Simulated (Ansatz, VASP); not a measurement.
# AlN in VASP and in Ansatz

POSCAR

```
AlN
1.0
    3.1064902802      0.0000000000      0.0000000000
   -1.5532451401      2.6902994992      0.0000000000
    0.0000000000      0.0000000000      4.9780207988
Al N
2 2
Direct
    0.3333333333      0.6666666667      0.0001761998
    0.6666666667      0.3333333333      0.5001761998
    0.3333333333      0.6666666667      0.3818238002
    0.6666666667      0.3333333333      0.8818238002
```

Contents of INCAR.step1:

```
SYSTEM = AlN
ALGO = Normal
EDIFF = 1E-4
ENCUT = 520
GGA = PE
ISMEAR = 0
LASPH = .TRUE.
LCHARG = .FALSE.
LREAL = .FALSE.
LWAVE = .TRUE.
NBANDS = 16
NELM = 100
PREC = Accurate
SIGMA = 0.01
```

File INCAR.step2:

```
SYSTEM = AlN
ALGO = Normal
EDIFF = 1E-6
ENCUT = 520
ISIF = 2
ISMEAR = 0
ISTART = 1
LASPH = .TRUE.
LCHARG = .FALSE.
LMIXTAU = .TRUE.
LREAL = .FALSE.
LWAVE = .FALSE.
METAGGA = R2SCAN
NBANDS = 16
NELM = 100
PREC = Accurate
SIGMA = 0.01
```

Contents of KPOINTS:

```
k-points
0
G
  12 12 6
  0 0 0
```

Input for Ansatz:

```yaml
crystal:
  lattice:
    - [3.1064902802, 0.0, 0.0]
    - [-1.5532451401, 2.6902994992, 0.0]
    - [0.0, 0.0, 4.9780207988]
  atoms:
    - { symbol: Al, position: [0.3333333333, 0.6666666667, 0.0001761998] }
    - { symbol: Al, position: [0.6666666667, 0.3333333333, 0.5001761998] }
    - { symbol: "N", position: [0.3333333333, 0.6666666667, 0.3818238002] }
    - { symbol: "N", position: [0.6666666667, 0.3333333333, 0.8818238002] }
basis:
  ecutwfc: 600.0
  xc_grid: 2
kpoints:
  mp_grid: { grid: [12, 12, 6] }
hamiltonian:
  xc: r2scan
  pseudopotentials: { kind: paw, azcp: { folder: soft_1 } }
scf:
  occupations: { method: fixed }
output:
  forces: true
  stress: true
  eigenvalues: true
  polarization: {}
```

Change from the starting cell: polar distortion scaled by 1.00.

Alike in both runs: task single point; functional r2SCAN; k mesh 12 × 12 × 6; no spin polarisation.

|  | VASP | Ansatz |
| --- | --- | --- |
| version | VASP 6.6.1 | Ansatz 0.2.0 |
| potentials or method | VASP PAW PBE potentials, release 64 (Al, N), cutoff 520 eV | scalar-relativistic, plane waves, PAW |
| occupations | gaussian, width 0.01 eV | fixed |
| valence electrons in the cell | 16 | 16 |

VASP gave:

* gap on the k mesh at the Fermi level (eV): 4.92
* least direct gap on the mesh (eV): 4.92
* pressure (GPa): -0.3

Q: What did Ansatz give for the same quantities?

A: gap on the k mesh at the Fermi level (eV): 4.87; least direct gap on the mesh (eV): 4.87; pressure (GPa): 0.0.

VASP's potentials were made for PBE, not for r2SCAN.
